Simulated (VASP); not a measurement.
BN:

```
CELL_PARAMETERS angstrom
0.00000 1.81300 1.81300
1.81300 0.00000 1.81300
1.81300 1.81300 0.00000
ATOMIC_POSITIONS crystal
N 0.25000 0.25000 0.25000
B 0.00000 0.00000 0.00000
```

| Quantity | Value |
| --- | --- |
| Program | VASP 6.6.1 |
| Task | relaxation of cell and atoms |
| Functional | LDA |
| Potentials or basis | VASP PAW LDA potentials, release 64 (N, B) |
| Cutoff | 600 eV |
| k mesh | 13 × 13 × 13 |
| Occupations | fermi-dirac, width 0.05 eV |
| Spin | no spin polarisation |

At the start: pressure -13.6 GPa; volume 5.96 Å³/atom.

**Question.** How do energy, volume and symmetry change on relaxing?

**Answer.** Over 3 steps the energy falls by 9.2 meV/atom and the volume is 5.75 Å³/atom (-3.5 %); space group F-43m (No. 216, to 0.05 Å).

The path:
```tsv
step	energy change (eV)	largest force (eV/Å)	pressure (GPa)	volume (Å³)
1	0.0000	0.0000	-13.60	11.92
2	0.0027	0.0000	16.35	11.07
3	-0.0185	0.0000	-0.10	11.50
```

Final structure:
```xyz
2
Lattice="0.0000 1.7914 1.7914 1.7914 0.0000 1.7914 1.7914 1.7914 0.0000" Properties=species:S:1:pos:R:3 pbc="T T T"
N     0.8957    0.8957    0.8957
B     0.0000    0.0000    0.0000
```
